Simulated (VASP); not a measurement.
# KZnF3 (Cmmm) in VASP: notebook

The runs below take KZnF3 through single point, with PBE.

All numbers are computed with VASP 6.6.1; they aren't measurements. Logs are shortened: lines on timing, memory, paths and dates and some standing lists are left out, and cuts for length are marked.

**1. The cell of the first run**

It takes space group Cmmm (No. 65, orthorhombic). The conventional cell has a = 5.677 Å, b = 5.778 Å, c = 4.050 Å, α = 90.00°, β = 90.00°, γ = 90.00°. K (site symmetry mmm) has 12 F at 2.84 to 2.89 Å and 8 Zn at 3.49 to 3.53 Å within 3.7 Å. Zn (site symmetry mmm) has 6 F at 2.02 to 2.03 Å within 2.7 Å. Within 2.7 Å of F (site symmetry 2/m) lie 2 Zn at 2.03 Å. F (site symmetry mmm) has 2 Zn at 2.02 Å within 2.7 Å.

**2. Single point, PBE (strain +0.0175 x Voigt [0, 0, 0, 1, 0, 0])**

File INCAR:

```
SYSTEM = KZnF3
  ALGO = Normal
  EDIFF = 1E-6
  ENCUT = 520
  GGA = PE
  ISIF = 2
  ISMEAR = 0
  LASPH = .TRUE.
  LCHARG = .FALSE.
  LREAL = .FALSE.
  LWAVE = .FALSE.
  NBANDS = 29
  NELM = 100
  PREC = Accurate
  SIGMA = 0.05
```

File KPOINTS:

```
k-points
0
G
  6 6 6
  0 0 0
```

File POSCAR:

```
KZnF3
1.0
    4.0500000000      0.0000000000      0.0000000000
    0.0000000000      4.0500000000      0.0354375000
    0.0000000000      0.0354375000      4.0500000000
K Zn F
1 1 3
Direct
    0.0000000000      0.0000000000      0.0000000000
    0.5000000000      0.5000000000      0.5000000000
    0.5000000000      0.5000000000      0.0000000000
    0.0000000000      0.5000000000      0.5000000000
    0.5000000000      0.0000000000      0.5000000000
```

Potentials or basis: VASP PAW PBE potentials, release 64 (K_sv, Zn, F).

Run with:

```console
$ cat potpaw_PBE.64/K_sv/POTCAR potpaw_PBE.64/Zn/POTCAR potpaw_PBE.64/F/POTCAR > POTCAR
$ mpirun -np 1 vasp_std > vasp.out
```

OUTCAR:

```text
SYSTEM = KZnF3
   EDIFF = 1E-6
   ENCUT = 520
   GGA = PE
   ISIF = 2
   ISMEAR = 0
   LASPH = .TRUE.
   LREAL = .FALSE.
   NELM = 100
   PREC = Accurate

 ion  position               nearest neighbor table
   1  0.000  0.000  0.000-   4 2.84   4 2.84
   2  0.500  0.500  0.500-   4 2.02   4 2.02   5 2.03   3 2.03   5 2.03   3 2.03
   3  0.500  0.500  0.000-   2 2.03   2 2.03
   4  0.000  0.500  0.500-   2 2.02   2 2.02   1 2.84   1 2.84
   5  0.500  0.000  0.500-   2 2.03   2 2.03

  LATTYP: Found a base centered orthorhombic cell.
 ALAT       =     5.6774487345
 B/A-ratio  =     1.0176544767
 C/A-ratio  =     0.7133485813

  Lattice vectors:

 A1 = (   0.0000000000,  -0.0354375000,  -4.0500000000)
 A2 = (   0.0000000000,   4.0500000000,   0.0354375000)
 A3 = (   4.0500000000,   0.0000000000,   0.0000000000)

Analysis of symmetry for initial positions (statically):
=====================================================================
 Subroutine PRICEL returns:
 Original cell was already a primitive cell.

 Routine SETGRP: Setting up the symmetry group for a
 base centered orthorhombic supercell.

 Subroutine GETGRP returns: Found  8 space group operations
 (whereof  8 operations were pure point group operations)
 out of a pool of  8 trial point group operations.

The static configuration has the point symmetry D_2h.

Analysis of symmetry for dynamics (positions and initial velocities):
=====================================================================
 Subroutine PRICEL returns:
 Original cell was already a primitive cell.

 Routine SETGRP: Setting up the symmetry group for a
 base centered orthorhombic supercell.

 Subroutine GETGRP returns: Found  8 space group operations
 (whereof  8 operations were pure point group operations)
 out of a pool of  8 trial point group operations.

The dynamic configuration has the point symmetry D_2h.

 Subroutine INISYM returns: Found  8 space group operations
 (whereof  8 operations are pure point group operations),
 and found     1 'primitive' translations

----------------------------------------------------------------------------------------

                                     Primitive cell

  volume of cell :      66.4250

  direct lattice vectors                    reciprocal lattice vectors
     4.050000000  0.000000000  0.000000000     0.246913580  0.000000000  0.000000000
     0.000000000  4.050000000  0.035437500     0.000000000  0.246932486 -0.002160659
     0.000000000  0.035437500  4.050000000     0.000000000 -0.002160659  0.246932486

  length of vectors
     4.050000000  4.050155036  4.050155036     0.246913580  0.246941939  0.246941939

  position of ions in fractional coordinates (direct lattice)
     0.000000000  0.000000000  0.000000000
     0.500000000  0.500000000  0.500000000
     0.500000000  0.500000000  0.000000000
     0.000000000  0.500000000  0.500000000
     0.500000000  0.000000000  0.500000000

  ion indices of the primitive-cell ions
   primitive index   ion index
                 1           1
                 2           2
                 3           3
                 4           4
                 5           5

----------------------------------------------------------------------------------------

 KPOINTS: k-points

Automatic generation of k-mesh.
 Grid dimensions read from file:
 generate k-points for:    6    6    6

 Generating k-lattice:

  Cartesian coordinates                     Fractional coordinates (reciprocal lattice)
     0.041152263  0.000000000  0.000000000     0.166666667  0.000000000  0.000000000
     0.000000000  0.041155414 -0.000360110     0.000000000  0.166666667  0.000000000
     0.000000000 -0.000360110  0.041155414     0.000000000  0.000000000  0.166666667

  Length of vectors
     0.041152263  0.041156990  0.041156990

  Shift w.r.t. Gamma in fractional coordinates (k-lattice)
     0.000000000  0.000000000  0.000000000

 Subroutine IBZKPT returns following result:
 ===========================================

 Found     52 irreducible k-points:

 Following reciprocal coordinates:
            Coordinates               Weight
  0.000000  0.000000  0.000000      1.000000
  0.166667  0.000000  0.000000      2.000000
  0.333333  0.000000  0.000000      2.000000
  0.500000  0.000000  0.000000      1.000000
  0.000000  0.166667  0.000000      4.000000
  0.166667  0.166667  0.000000      8.000000
[... 16 lines left out ...]
  0.333333  0.333333  0.166667      8.000000
  0.500000  0.333333  0.166667      4.000000
 [... further k-points ...]
   k-points           NKPTS =     52   k-points in BZ     NKDIM =     52   number of bands    NBANDS=     29
   number of dos      NEDOS =    301   number of ions     NIONS =      5
   total plane-waves  NPLWV =  27000
   dimension x,y,z NGX =    30 NGY =   30 NGZ =   30
   dimension x,y,z NGXF=    60 NGYF=   60 NGZF=   60
   ions per type =               1   1   3
   NGX,Y,Z   is equivalent  to a cutoff of  12.31, 12.31, 12.31 a.u.
   NGXF,Y,Z  is equivalent  to a cutoff of  24.63, 24.63, 24.63 a.u.
 SYSTEM =  KZnF3
   PREC   = accura    normal or accurate (medium, high low for compatibility)
   ISTART =      0    job   : 0-new  1-cont  2-samecut
   ICHARG =      2    charge: 1-file 2-atom 10-const
   ISPIN  =      1    spin polarized calculation?
   LNONCOLLINEAR =      F non collinear calculations
   LSORBIT =      F    spin-orbit coupling
   LASPH  =      T    aspherical Exc in radial PAW
   ENCUT  =  520.0 eV  38.22 Ry    6.18 a.u.   7.53  7.53  7.53*2*pi/ulx,y,z
   NELM   =    100;   NELMIN=  2; NELMDL= -5     # of ELM steps
   EDIFF  = 0.1E-05   stopping-criterion for ELM
   LREAL  =      F    real-space projection
   EDIFFG = 0.1E-04   stopping-criterion for IOM
   NSW    =      0    number of steps for IOM
   IBRION =     -1    ionic relax: 0-MD 1-quasi-New 2-CG
   NFREE  =      0    steps in history (QN), initial steepest desc. (CG)
   ISIF   =      2    stress and relaxation
   ISYM   =      2    0-nonsym 1-usesym 2-fastsym
   POTIM  = 0.5000    time-step for ionic-motion
   TEBEG  =    0.0;   TEEND  =   0.0 temperature during run
   PSTRESS=    0.0 pullay stress
   NELECT =      42.0000    total number of electrons
   NUPDOWN=      -1.0000    fix difference up-down
   EMIN   =  10.00;   EMAX   =-10.00  energy-range for DOS
   EFERMI =   0.00;   METHOD = LEGACY
   ISMEAR =     0;   SIGMA  =   0.05  broadening in eV -4-tet -1-fermi 0-gaus
   EFERMI_NEDOS =   21; number of points for ismear=-14 and -15
   IALGO  =     38    algorithm
   IMIX   =      4    mixing-type and parameters
     AMIX     =   0.40;   BMIX     =  1.00
     AMIX_MAG =   1.60;   BMIX_MAG =  1.00
  volume/ion in A,a.u.               =      13.29        89.65
  Fermi-wavevector in a.u.,A,eV,Ry     =   1.405122  2.655295 26.862900  1.974367
  Thomas-Fermi vector in A             =   2.527615
   LORBIT       =      0    0 simple, 1 ext, 2 COOP (PROOUT), +10 PAW based schemes
   GGA     = PE    functional components
   LHFCALC =     F    Hartree Fock is set to
   AEXX    =    0.0000 exact exchange contribution
   IVDW    =     0    specifies the selected vdW correction
   LEPSILON=     F    determine dielectric tensor
   LRPA    =     F    only Hartree local field effects (RPA)
 non-spin polarized calculation
 Gauss-broadening in eV      SIGMA  =   0.05
  energy-cutoff  :      520.00
  volume of cell :       66.43
 maximum number of plane-waves:      1805
   NGX = 15   NGY = 15   NGZ = 15

 number of electron      41.9999979 magnetization

 Free energy of the ion-electron system (eV)
  ---------------------------------------------------
  ext. energy  EPLUGINS =         0.00000000
  ---------------------------------------------------
  free energy    TOTEN  =       -20.26237792 eV

  energy without entropy =      -20.26237792  energy(sigma->0) =      -20.26237792

 E-fermi :  -0.4579     XC(G=0):  -9.8794

 val. band max:       -0.7564116394   @ k =   0.5000   0.5000   0.5000
 cond. band min:       3.0358841619   @ k =   0.0000   0.0000   0.0000
 fundamental gap:      3.7922958013
 Fermi energy:        -0.4578856647

 k-point     1 :       0.0000    0.0000    0.0000
  band No.  band energies     occupation
      1     -27.8526      2.00000
      2     -22.3683      2.00000
      3     -21.7424      2.00000
      4     -21.7405      2.00000
      5     -11.3459      2.00000
      6     -11.3389      2.00000
[... 21 lines left out ...]
     28      10.3010      0.00000
     29      13.3141      0.00000

 k-point     2 :       0.1667    0.0000    0.0000
  band No.  band energies     occupation
      1     -27.8471      2.00000
      2     -22.3356      2.00000
      3     -21.7723      2.00000
      4     -21.7387      2.00000
      5     -11.3384      2.00000
      6     -11.3347      2.00000
[... 21 lines left out ...]
     28      10.3521      0.00000
     29      13.1721      0.00000

 k-point     3 :       0.3333    0.0000    0.0000
  band No.  band energies     occupation
      1     -27.8360      2.00000
      2     -22.2589      2.00000
      3     -21.8431      2.00000
      4     -21.7349      2.00000
      5     -11.3373      2.00000
      6     -11.3122      2.00000
[... 21 lines left out ...]
     28      10.5060      0.00000
     29      12.7238      0.00000

 k-point     4 :       0.5000    0.0000    0.0000
  band No.  band energies     occupation
      1     -27.8305      2.00000
      2     -22.2091      2.00000
      3     -21.8902      2.00000
      4     -21.7334      2.00000
      5     -11.3367      2.00000
      6     -11.3008      2.00000
[... 597 lines left out ...]
     28      10.6256      0.00000
     29      12.3046      0.00000

 k-point    23 :       0.3333    0.3333    0.1667
  band No.  band energies     occupation
      1     -27.8197      2.00000
      2     -22.1058      2.00000
      3     -21.8609      2.00000
      4     -21.8108      2.00000
      5     -11.4044      2.00000
      6     -11.3814      2.00000
[... 21 lines left out ...]
     28      10.7827      0.00000
     29      12.1939      0.00000

 k-point    24 :       0.5000    0.3333    0.1667
  band No.  band energies     occupation
      1     -27.8157      2.00000
      2     -22.0430      2.00000
      3     -21.8984      2.00000
      4     -21.8201      2.00000
      5     -11.4110      2.00000
      6     -11.4035      2.00000
[... 21 lines left out ...]
     28      11.2851      0.00000
     29      11.8508      0.00000

 [... further k-points ...]

------------------------ aborting loop because EDIFF is reached ----------------------------------------

  FORCE on cell =-STRESS in cart. coord.  units (eV):
  Direction    XX          YY          ZZ          XY          YZ          ZX
  --------------------------------------------------------------------------------------
  -------------------------------------------------------------------------------------
  Total        2.0602792      2.0640441      2.0640441      0.0000000     -0.2453846      0.0000000
  in kB       49.6941012     49.7849100     49.7849100      0.0000000     -5.9186957      0.0000000
  external PRESSURE =      49.7546404 kB  Pullay stress =       0.0000000 kB

 VOLUME and BASIS-vectors are now :
 -----------------------------------------------------------------------------
  energy-cutoff  :      520.00
  volume of cell :       66.43
      direct lattice vectors                 reciprocal lattice vectors
     4.050000000  0.000000000  0.000000000     0.246913580  0.000000000  0.000000000
     0.000000000  4.050000000  0.035437500     0.000000000  0.246932486 -0.002160659
     0.000000000  0.035437500  4.050000000     0.000000000 -0.002160659  0.246932486

 POSITION                                       TOTAL-FORCE (eV/Angst)
 -----------------------------------------------------------------------------------
      0.00000      0.00000      0.00000         0.000000      0.000000     -0.000000
      2.02500      2.04272      2.04272         0.000000     -0.000000     -0.000000
      2.02500      2.02500      0.01772         0.000000      0.000000     -0.000000
      0.00000      2.04272      2.04272         0.000000      0.000000      0.000000
      2.02500      0.01772      2.02500         0.000000      0.000000     -0.000000
 -----------------------------------------------------------------------------------
    total drift:                                0.000000      0.000000     -0.000000

  FREE ENERGIE OF THE ION-ELECTRON SYSTEM (eV)
  ---------------------------------------------------
  free  energy   TOTEN  =       -20.2623779225 eV

  energy  without entropy=      -20.2623779225  energy(sigma->0) =      -20.26237792
```

Wall time 40 s (1 thread of Intel Xeon 6975P-C (Granite Rapids), shared host); peak memory 0.23 GiB.

Results:

- Free energy: -20.2624 eV
- Pressure: 5.0 GPa
- Band gap on the k mesh: 3.79 eV (least direct gap 5.61 eV)

Levels at points of the mesh, in eV from the valence-band top:
```tsv
k point	band 18	band 19	band 20	band 21	band 22	band 23	band 24	band 25
(0.00, 0.00, 0.00)	-2.05	-1.88	-1.86	-1.82	3.79	8.70	8.70	9.40
(0.50, 0.00, 0.00)	-1.97	-1.70	-1.70	-1.58	6.56	8.30	9.65	10.99
(0.00, 0.50, 0.00)	-2.03	-1.70	-1.70	-1.58	6.56	8.30	9.64	11.08
(0.50, 0.50, 0.00)	-1.79	-1.79	-1.51	0.00	8.04	10.12	10.15	10.15
(0.00, 0.50, 0.50)	-1.79	-1.78	-1.51	0.00	8.04	10.13	10.14	10.16
(0.50, 0.50, 0.50)	-1.49	-1.49	0.00	0.00	8.36	8.43	8.49	10.22
```

Caveat: the cell differs from its parent crystal (strain +0.0175 x Voigt [0, 0, 0, 1, 0, 0]); the cell stands under pressure. A k mesh can miss the band edges.

**3. Single point, PBE (strain +0.0125 x Voigt [0, 0, 0, 1, 0, 0])**

File INCAR:

```
PREC = Accurate ; ENCUT = 520
EDIFF = 1E-6 ; ISMEAR = 0
SIGMA = 0.05 ; LREAL = False
LASPH = True ; NELM = 80
ALGO = Normal ; ISIF = 2
LWAVE = False ; LCHARG = False
GGA = PE ; NBANDS = 29
```

File KPOINTS:

```
regular mesh
0
Gamma
  6 6 6
```

POSCAR, as its differences from that of step 2:

```diff
@@ -3,4 +3,4 @@
     4.0500000000      0.0000000000      0.0000000000
-    0.0000000000      4.0500000000      0.0354375000
-    0.0000000000      0.0354375000      4.0500000000
+    0.0000000000      4.0500000000      0.0253125000
+    0.0000000000      0.0253125000      4.0500000000
 K Zn F
```

Potentials or basis: VASP PAW PBE potentials, release 64 (K_sv, Zn, F).

Run with:

```console
$ cat potpaw_PBE.64/K_sv/POTCAR potpaw_PBE.64/Zn/POTCAR potpaw_PBE.64/F/POTCAR > POTCAR
$ mpirun -np 1 vasp_std > vasp.out
```

Run time: 39 s. Hardware: 1 thread of Intel Xeon 6975P-C (Granite Rapids), shared host; peak memory 0.23 GiB.

The run converged. Its results:

- Free energy: -20.2635 eV
- Pressure: 5.0 GPa
- Band gap on the k mesh: 3.79 eV (least direct gap 5.63 eV)

Stress tensor (GPa, compression positive):
```
 4.96  0.00  0.00
 0.00  4.97 -0.42
 0.00 -0.42  4.97
```

Levels at points of the mesh, in eV from the valence-band top:
```
           k point  band 18  band 19  band 20  band 21  band 22  band 23  band 24  band 25
(0.00, 0.00, 0.00)    -2.05    -1.87    -1.86    -1.83     3.79     8.70     8.70     9.40
(0.50, 0.00, 0.00)    -1.99    -1.70    -1.70    -1.58     6.56     8.30     9.65    11.02
(0.00, 0.50, 0.00)    -2.03    -1.70    -1.70    -1.58     6.56     8.30     9.65    11.08
(0.50, 0.50, 0.00)    -1.79    -1.79    -1.51     0.00     8.04    10.12    10.15    10.15
(0.00, 0.50, 0.50)    -1.79    -1.79    -1.51     0.00     8.04    10.13    10.15    10.16
(0.50, 0.50, 0.50)    -1.49    -1.49     0.00     0.00     8.38     8.43     8.47    10.23
```

Caveat: the cell differs from its parent crystal (strain +0.0125 x Voigt [0, 0, 0, 1, 0, 0]); the cell stands under pressure. A k mesh can miss the band edges.

(Part 1 of 2 ends here.)
